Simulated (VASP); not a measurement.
A run of VASP 6.6.1:

File INCAR:

```
SYSTEM = GaSb
ALGO = Normal
EDIFF = 1E-6
EDIFFG = -0.001
ENCUT = 600
GGA = PS
IBRION = 2
ISIF = 3
ISMEAR = -1
LASPH = .True.
LCHARG = .False.
LREAL = .False.
LWAVE = .False.
NELM = 60
NSW = 80
PREC = Accurate
PSTRESS = 200.0
SIGMA = 0.15
```

KPOINTS

```
k-points
0
Gamma
  12 12 12
  0 0 0
```

File POSCAR:

```
GaSb
1.0
    0.0000000000      3.0562701464      3.0562701464
    3.0562701464      0.0000000000      3.0562701464
    3.0562701464      3.0562701464      0.0000000000
Ga Sb
1 1
Direct
    0.0000000000      0.0000000000      0.0000000000
    0.7500000000      0.7500000000      0.7500000000
```

Potentials or basis: VASP PAW PBE potentials, release 64 (Ga_d, Sb).

Run with:

```bash
$ cat potpaw_PBE.64/Ga_d/POTCAR potpaw_PBE.64/Sb/POTCAR > POTCAR
$ mpirun -np 1 vasp_std > vasp.out
```

Hardware: 1 thread of Intel(R) Xeon(R) Platinum 8488C (Sapphire Rapids), with other jobs on the host.

Q: Estimate the wall time of this run.

A: It took 7.2 min on 1 thread of Intel(R) Xeon(R) Platinum 8488C (Sapphire Rapids), on a shared host, peak memory 0.26 GiB. Counts: scf iterations 85, k points 72, ion steps 17.
